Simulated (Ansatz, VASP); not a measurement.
This is a calculation of BN for VASP 6.6.1.

INCAR

```
PREC = Accurate
ENCUT = 520
EDIFF = 1E-6
ISMEAR = -1
SIGMA = 0.04
LREAL = False
LASPH = True
NELM = 60
ALGO = Normal
ISIF = 2
LWAVE = False
LCHARG = False
GGA = PE
NBANDS = 11
```

The input KPOINTS:

```
regular mesh
0
Gamma
  5 5 5
```

The input POSCAR:

```
BN
1.0
    0.0000000000      1.8130010000      1.8130010000
    1.8130010000      0.0000000000      1.8130010000
    1.8130010000      1.8130010000      0.0000000000
N B
1 1
Direct
    0.2500000000      0.2500000000      0.2500000000
    0.0000000000      0.0000000000      0.0000000000
```

Potentials or basis: VASP PAW PBE potentials, release 64 (N, B).

Command:

```sh
$ cat potpaw_PBE.64/N/POTCAR potpaw_PBE.64/B/POTCAR > POTCAR
$ mpirun -np 1 vasp_std > vasp.out
```

Question: Set up the same calculation for Ansatz 0.2.0. Potentials there: all-electron LAPW, scalar-relativistic.

Answer: As run (the cutoff follows the program's own potentials):

The input input.yaml:

```yaml
crystal:
  lattice:
    - [0.0, 1.813001, 1.813001]
    - [1.813001, 0.0, 1.813001]
    - [1.813001, 1.813001, 0.0]
  atoms:
    - { symbol: "N", position: [0.25, 0.25, 0.25] }
    - { symbol: B, position: [0.0, 0.0, 0.0] }
kpoints:
  mp_grid: { grid: [5, 5, 5] }
scf:
  occupations: { method: fermi_dirac, width: 0.04 }
hamiltonian:
  xc: pbe
  pseudopotentials: { kind: all_electron, lapw: { basis_error: 0.002 } }
output:
  forces: true
  stress: true
  eigenvalues: true
```

Potentials or basis: all-electron LAPW, scalar-relativistic.

Launch:

```sh
$ ansatz run input.yaml --threads 1 --pin off --max-ram 3072MiB --backend cpu --events-out ev --progress --plain --runs-dir out
```

Both were run:

|  | VASP | Ansatz | Ansatz less VASP |
| --- | --- | --- | --- |
| gap on the k mesh at the Fermi level (eV) | 4.92 | 4.93 | +0.008 |
| least direct gap on the mesh (eV) | 8.77 | 8.78 | +0.007 |
| pressure (GPa) | 0.0 | -0.3 | -0.25 |

Ansatz ran all-electron here, and VASP with PAW potentials.

The k mesh is coarse, so the values compare programs but aren't converged.
